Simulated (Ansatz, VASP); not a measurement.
**One calculation of LiNbO3, two programs**

The input INCAR:

```
PREC = Accurate
ENCUT = 520
EDIFF = 1E-7
ISMEAR = 0
SIGMA = 0.05
LREAL = False
LASPH = True
NELM = 80
ALGO = Normal
ISIF = 2
LWAVE = False
LCHARG = False
GGA = PE
NBANDS = 45
```

Contents of KPOINTS:

```
regular mesh
0
Gamma
  6 6 6
```

Contents of POSCAR:

```
LiNbO3
1.0
    2.5264952167      1.4586726935      4.8498602179
   -2.5264952167      1.4586726935      4.8498602179
    0.0000000000     -2.9173453869      4.8498602180
Li Nb O
2 2 6
Direct
    0.2815913687      0.2815913687      0.2815913687
    0.7815913687      0.7815913687      0.7815913687
    0.0004900497      0.0004900497      0.0004900497
    0.5004900497      0.5004900497      0.5004900497
    0.1104619503      0.3580262714      0.7211003599
    0.7211003599      0.1104619503      0.3580262714
    0.3580262714      0.7211003599      0.1104619503
    0.2211003599      0.8580262714      0.6104619503
    0.8580262714      0.6104619503      0.2211003599
    0.6104619503      0.2211003599      0.8580262714
```

Input for Ansatz:

```yaml
crystal:
  lattice:
    - [2.5264952167, 1.4586726935, 4.8498602179]
    - [-2.5264952167, 1.4586726935, 4.8498602179]
    - [0.0, -2.9173453869, 4.849860218]
  atoms:
    - { symbol: Li, position: [0.2815913687, 0.2815913687, 0.2815913687] }
    - { symbol: Li, position: [0.7815913687, 0.7815913687, 0.7815913687] }
    - { symbol: Nb, position: [0.0004900497, 0.0004900497, 0.0004900497] }
    - { symbol: Nb, position: [0.5004900497, 0.5004900497, 0.5004900497] }
    - { symbol: O, position: [0.1104619503, 0.3580262714, 0.7211003599] }
    - { symbol: O, position: [0.7211003599, 0.1104619503, 0.3580262714] }
    - { symbol: O, position: [0.3580262714, 0.7211003599, 0.1104619503] }
    - { symbol: O, position: [0.2211003599, 0.8580262714, 0.6104619503] }
    - { symbol: O, position: [0.8580262714, 0.6104619503, 0.2211003599] }
    - { symbol: O, position: [0.6104619503, 0.2211003599, 0.8580262714] }
basis:
  ecutwfc: 520.0
kpoints:
  mp_grid: { grid: [6, 6, 6] }
hamiltonian:
  xc: pbe
  pseudopotentials: { kind: paw, azcp: { folder: soft_1 } }
scf:
  occupations: { method: gaussian, width: 0.05 }
output:
  forces: true
  stress: true
  eigenvalues: true
```

Alike in both runs: task single point; functional PBE; k mesh 6 × 6 × 6; occupations gaussian, width 0.05 eV; no spin polarisation.

|  | VASP | Ansatz |
| --- | --- | --- |
| version | VASP 6.6.1 | Ansatz 0.2.0 |
| potentials or method | VASP PAW PBE potentials, release 64 (Li_sv, Nb_sv, O), cutoff 520 eV | scalar-relativistic, plane waves, PAW |
| valence electrons in the cell | 68 | 68 |

```csv
,VASP,Ansatz,Ansatz less VASP
gap on the k mesh at the Fermi level (eV),3.60,3.61,+0.014
least direct gap on the mesh (eV),3.61,3.62,+0.013
rms of the force components (eV/Å),0.212,0.208,-0.0045
```

Atom by atom the forces differ by 0.013 eV/Å (rms over components).

Noted on VASP's run: the cutoff is short for stress, so the pressure is rough.
